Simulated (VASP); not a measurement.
# Ge (Fd-3m) in VASP: notebook

Ge is run at these levels: r2SCAN+D3(BJ); tasks: single point.

All numbers are computed with VASP 6.6.1; they aren't measurements. Logs are shortened: lines on timing, memory, paths and dates and some standing lists are left out, and cuts for length are marked.

**1. The cell of the first run**

It takes space group Fd-3m (No. 227, cubic). Conventional cell: a = 5.660 Å, b = 5.660 Å, c = 5.660 Å, α = 90.00°, β = 90.00°, γ = 90.00°. Within 3.2 Å of Ge (site symmetry -43m) lie 4 Ge at 2.45 Å.

**2. Single point, r2SCAN+D3(BJ)**

File POSCAR:

```
Ge
1.0
    0.0000000000      2.8300000000      2.8300000000
    2.8300000000      0.0000000000      2.8300000000
    2.8300000000      2.8300000000      0.0000000000
Ge
2
Direct
    1.0000000000      1.0000000000      1.0000000000
    0.2500000000      0.2500000000      0.2500000000
```

File INCAR.step1:

```
ALGO     = Normal         # electronic algorithm
EDIFF    = 1E-5           # SCF threshold, eV
ENCUT    = 550            # plane-wave cutoff, eV
GGA      = PE             # functional
GGA_COMPAT= F            
ISMEAR   = -1             # smearing method
LASPH    = T              # aspherical terms in the spheres
LCHARG   = F              # write CHGCAR
LREAL    = F              # projectors in reciprocal space
LWAVE    = T              # write WAVECAR
NBANDS   = 21             # bands
NELM     = 120            # most SCF steps
PREC     = Accurate       # precision mode
SIGMA    = 0.05           # smearing width, eV
```

File INCAR.step2:

```
ALGO     = Normal         # electronic algorithm
EDIFF    = 1E-6           # SCF threshold, eV
ENCUT    = 550            # plane-wave cutoff, eV
GGA_COMPAT= F            
ISIF     = 2              # what is computed and relaxed
ISMEAR   = -1             # smearing method
ISTART   = 1            
IVDW     = 12             # dispersion correction
LASPH    = T              # aspherical terms in the spheres
LCHARG   = F              # write CHGCAR
LMIXTAU  = T            
LREAL    = F              # projectors in reciprocal space
LWAVE    = F              # write WAVECAR
METAGGA  = R2SCAN         # meta-GGA
NBANDS   = 21             # bands
NELM     = 120            # most SCF steps
PREC     = Accurate       # precision mode
SIGMA    = 0.05           # smearing width, eV
VDW_A1   = 0.49484001   
VDW_A2   = 5.73083694   
VDW_S6   = 1.0          
VDW_S8   = 0.78981345
```

File KPOINTS:

```
k-points
0
Gamma
  5 5 5
```

Potentials or basis: VASP PAW PBE potentials, release 64 (Ge_d).

Started as:

```console
> cat potpaw_PBE.64/Ge_d/POTCAR > POTCAR
> cp INCAR.step1 INCAR
> mpirun -np 1 vasp_std > vasp.out
> cp INCAR.step2 INCAR
> mpirun -np 1 vasp_std > vasp.out
```

OUTCAR:

```text
EDIFF = 1E-6
   ENCUT = 550
   ISIF = 2
   ISMEAR = -1
   ISTART = 1
   IVDW = 12
   LASPH = T
   LREAL = F
   METAGGA = R2SCAN
   NELM = 120
   PREC = Accurate
 IVDW          = 12

 ion  position               nearest neighbor table
   1  0.000  0.000  0.000-   2 2.45   2 2.45   2 2.45   2 2.45
   2  0.250  0.250  0.250-   1 2.45   1 2.45   1 2.45   1 2.45

  LATTYP: Found a face centered cubic cell.
 ALAT       =     5.6600000000

  Lattice vectors:

 A1 = (   0.0000000000,   2.8300000000,   2.8300000000)
 A2 = (   2.8300000000,   0.0000000000,   2.8300000000)
 A3 = (   2.8300000000,   2.8300000000,   0.0000000000)

Analysis of symmetry for initial positions (statically):
=====================================================================
 Subroutine PRICEL returns:
 Original cell was already a primitive cell.

 Routine SETGRP: Setting up the symmetry group for a
 face centered cubic supercell.

 Subroutine GETGRP returns: Found 48 space group operations
 (whereof 24 operations were pure point group operations)
 out of a pool of 48 trial point group operations.

The static configuration has the point symmetry T_d .
 The point group associated with its full space group is O_h .

Analysis of symmetry for dynamics (positions and initial velocities):
=====================================================================
 Subroutine PRICEL returns:
 Original cell was already a primitive cell.

 Routine SETGRP: Setting up the symmetry group for a
 face centered cubic supercell.

 Subroutine GETGRP returns: Found 48 space group operations
 (whereof 24 operations were pure point group operations)
 out of a pool of 48 trial point group operations.

The dynamic configuration has the point symmetry T_d .
 The point group associated with its full space group is O_h .

 Subroutine INISYM returns: Found 48 space group operations
 (whereof 24 operations are pure point group operations),
 and found     1 'primitive' translations

----------------------------------------------------------------------------------------

                                     Primitive cell

  volume of cell :      45.3304

[... 63 lines left out ...]
 SYSTEM =  unknown system
   PREC   = accura    normal or accurate (medium, high low for compatibility)
   ISTART =      1    job   : 0-new  1-cont  2-samecut
   ICHARG =      0    charge: 1-file 2-atom 10-const
   ISPIN  =      1    spin polarized calculation?
   LNONCOLLINEAR =      F non collinear calculations
   LSORBIT =      F    spin-orbit coupling
   LASPH  =      T    aspherical Exc in radial PAW
   ENCUT  =  550.0 eV  40.42 Ry    6.36 a.u.   7.65  7.65  7.65*2*pi/ulx,y,z
   NELM   =    120;   NELMIN=  2; NELMDL=  0     # of ELM steps
   EDIFF  = 0.1E-05   stopping-criterion for ELM
   LREAL  =      F    real-space projection
   EDIFFG = 0.1E-04   stopping-criterion for IOM
   NSW    =      0    number of steps for IOM
   IBRION =     -1    ionic relax: 0-MD 1-quasi-New 2-CG
   NFREE  =      0    steps in history (QN), initial steepest desc. (CG)
   ISIF   =      2    stress and relaxation
   ISYM   =      2    0-nonsym 1-usesym 2-fastsym
   POTIM  = 0.5000    time-step for ionic-motion
   TEBEG  =    0.0;   TEEND  =   0.0 temperature during run
   PSTRESS=    0.0 pullay stress
   NELECT =      28.0000    total number of electrons
   NUPDOWN=      -1.0000    fix difference up-down
   EMIN   =  10.00;   EMAX   =-10.00  energy-range for DOS
   EFERMI =   0.00;   METHOD = LEGACY
   ISMEAR =    -1;   SIGMA  =   0.05  broadening in eV -4-tet -1-fermi 0-gaus
   EFERMI_NEDOS =   21; number of points for ismear=-14 and -15
   IALGO  =     38    algorithm
   IMIX   =      4    mixing-type and parameters
     AMIX     =   0.40;   BMIX     =  1.00
     AMIX_MAG =   1.60;   BMIX_MAG =  1.00
  volume/ion in A,a.u.               =      22.67       152.95
  Fermi-wavevector in a.u.,A,eV,Ry     =   1.394219  2.634692 26.447648  1.943847
  Thomas-Fermi vector in A             =   2.517790
   LORBIT       =      0    0 simple, 1 ext, 2 COOP (PROOUT), +10 PAW based schemes
   METAGGA = R2SCAN    functional components
   LHFCALC =     F    Hartree Fock is set to
   AEXX    =    0.0000 exact exchange contribution
   IVDW    =    12    specifies the selected vdW correction
   LEPSILON=     F    determine dielectric tensor
   LRPA    =     F    only Hartree local field effects (RPA)
 non-spin polarized calculation
  energy-cutoff  :      550.00
  volume of cell :       45.33
 maximum number of plane-waves:      1363
   NGX = 15   NGY = 15   NGZ = 15

 number of electron      28.0000014 magnetization

 Free energy of the ion-electron system (eV)
  ---------------------------------------------------
  ext. energy  EPLUGINS =         0.00000000
  ---------------------------------------------------
  free energy    TOTEN  =       -27.65160443 eV

  energy without entropy =      -27.65123841  energy(sigma->0) =      -27.65142142

 E-fermi :   5.0188     XC(G=0): -10.8029

 val. band max:        4.8057046014   @ k =   0.0000   0.0000   0.0000
 cond. band min:       5.2022918486   @ k =   0.0000   0.0000   0.0000
 fundamental gap:      0.3965872471
 Fermi energy:         5.0187788407

 k-point     1 :       0.0000    0.0000    0.0000
  band No.  band energies     occupation
      1     -20.6835      2.00000
      2     -20.6835      2.00000
      3     -20.6835      2.00000
      4     -20.6444      2.00000
      5     -20.6444      2.00000
      6     -20.4275      2.00000
[... 229 lines left out ...]
     20      15.8818      0.00000
     21      18.7841      0.00000

------------------------ aborting loop because EDIFF is reached ----------------------------------------

 Edisp (eV)   -0.27725

 E8    (eV) :    -0.0968

  FORCE on cell =-STRESS in cart. coord.  units (eV):
  Direction    XX          YY          ZZ          XY          YZ          ZX
  --------------------------------------------------------------------------------------
  -------------------------------------------------------------------------------------
  Total      -0.09110    -0.09110    -0.09110     0.00000     0.00000    -0.00000
  in kB      -3.21970    -3.21970    -3.21970     0.00000     0.00000    -0.00000
  external pressure =       -3.22 kB  Pullay stress =        0.00 kB

 VOLUME and BASIS-vectors are now :
 -----------------------------------------------------------------------------
  energy-cutoff  :      550.00
  volume of cell :       45.33
      direct lattice vectors                 reciprocal lattice vectors
     0.000000000  2.830000000  2.830000000    -0.176678445  0.176678445  0.176678445
     2.830000000  0.000000000  2.830000000     0.176678445 -0.176678445  0.176678445
     2.830000000  2.830000000  0.000000000     0.176678445  0.176678445 -0.176678445

 POSITION                                       TOTAL-FORCE (eV/Angst)
 -----------------------------------------------------------------------------------
      0.00000      0.00000      0.00000        -0.000000     -0.000000     -0.000000
      1.41500      1.41500      1.41500         0.000000      0.000000      0.000000
 -----------------------------------------------------------------------------------
    total drift:                               -0.000000      0.000000      0.000000

  FREE ENERGIE OF THE ION-ELECTRON SYSTEM (eV)
  ---------------------------------------------------
  free  energy   TOTEN  =       -27.9288526643 eV

  energy  without entropy=      -27.9284866514  energy(sigma->0) =      -27.92866966
```

OSZICAR.step1:

```text
N       E                     dE             d eps       ncg     rms          rms(c)
DAV:   1     0.189689425821E+03    0.18969E+03   -0.14309E+04   450   0.371E+03
DAV:   2     0.187667472688E+02   -0.17092E+03   -0.16370E+03   420   0.633E+02
DAV:   3    -0.812238831679E+01   -0.26889E+02   -0.26647E+02   475   0.143E+02
DAV:   4    -0.898874760436E+01   -0.86636E+00   -0.86537E+00   485   0.302E+01
DAV:   5    -0.900262170452E+01   -0.13874E-01   -0.13874E-01   470   0.422E+00    0.325E+00
DAV:   6    -0.893985176185E+01    0.62770E-01   -0.22431E-02   480   0.142E+00    0.193E+00
DAV:   7    -0.890775349036E+01    0.32098E-01   -0.52481E-02   466   0.200E+00    0.154E-01
DAV:   8    -0.890976816856E+01   -0.20147E-02   -0.64833E-03   445   0.959E-01    0.471E-02
DAV:   9    -0.890992298724E+01   -0.15482E-03   -0.23531E-04   488   0.211E-01    0.169E-02
DAV:  10    -0.890994252594E+01   -0.19539E-04   -0.42949E-05   380   0.828E-02    0.684E-03
DAV:  11    -0.890994409213E+01   -0.15662E-05   -0.87730E-06   336   0.529E-02
   1 F= -.89099441E+01 E0= -.89087487E+01  d E =-.239079E-02
```

Run time: 85 s. Hardware: 1 thread of Intel Xeon 8259CL, shared host; peak memory 0.18 GiB.

Results:

| Property | Result |
| --- | --- |
| Free energy | -27.9289 eV |
| Pressure | -0.3 GPa |
| Band gap on the k mesh | 0.40 eV |
| Dispersion energy per atom | -0.139 eV |

Caveat: three body term missing; semilocal functionals underestimate gaps, and a narrow one can read as zero; the PAW data sets were made with another functional, which shifts forces and pressure a little; an odd mesh through Γ misses points on the zone boundary, where band edges can lie.

**3. Single point, r2SCAN+D3(BJ)**

POSCAR is that of step 2.

File INCAR.step1:

```
SYSTEM = Ge
PREC = Accurate
ENCUT = 550
ISMEAR = -1
SIGMA = 0.05
LREAL = .False.
LASPH = .True.
NELM = 120
NBANDS = 21
GGA = PE
ALGO = Normal
EDIFF = 1E-5
LWAVE = .True.
LCHARG = .False.
GGA_COMPAT = .False.
```

File INCAR.step2:

```
SYSTEM = Ge
PREC = Accurate
ENCUT = 550
EDIFF = 1E-6
ISMEAR = -1
SIGMA = 0.05
LREAL = .False.
LASPH = .True.
NELM = 120
ALGO = Normal
ISIF = 2
LWAVE = .False.
LCHARG = .True.
METAGGA = R2SCAN
LMIXTAU = .True.
IVDW = 12
LELF = .True.
LVHAR = .True.
NBANDS = 21
VDW_S6 = 1.0
VDW_S8 = 0.78981345
VDW_A1 = 0.49484001
VDW_A2 = 5.73083694
ISTART = 1
GGA_COMPAT = .False.
```

File KPOINTS:

```
regular mesh
0
Gamma
  5 5 5
  0 0 0
```

Potentials or basis: VASP PAW PBE potentials, release 64 (Ge_d).

Started as:

```console
> cat potpaw_PBE.64/Ge_d/POTCAR > POTCAR
> cp INCAR.step1 INCAR
> mpirun -np 1 vasp_std > vasp.out
> cp INCAR.step2 INCAR
> mpirun -np 1 vasp_std > vasp.out
```

Run time: 70 s. Hardware: 1 thread of Intel Xeon 8259CL, shared host; peak memory 0.19 GiB.

It converged, with:

* Free energy: -27.9289 eV
* Pressure: -0.3 GPa
* Band gap on the k mesh: 0.40 eV
* Dispersion energy per atom: -0.139 eV

Levels at points of the mesh, in eV from the valence-band top:
```csv
k point,band 11,band 12,band 13,band 14,band 15,band 16,band 17,band 18
"(0.00, 0.00, 0.00)",-13.29,0.00,0.00,0.00,0.40,2.71,2.71,2.71
```

Caveat: three body term missing; semilocal functionals underestimate gaps, and a narrow one can read as zero; the PAW data sets were made with another functional, which shifts forces and pressure a little; an odd mesh through Γ misses points on the zone boundary, where band edges can lie.
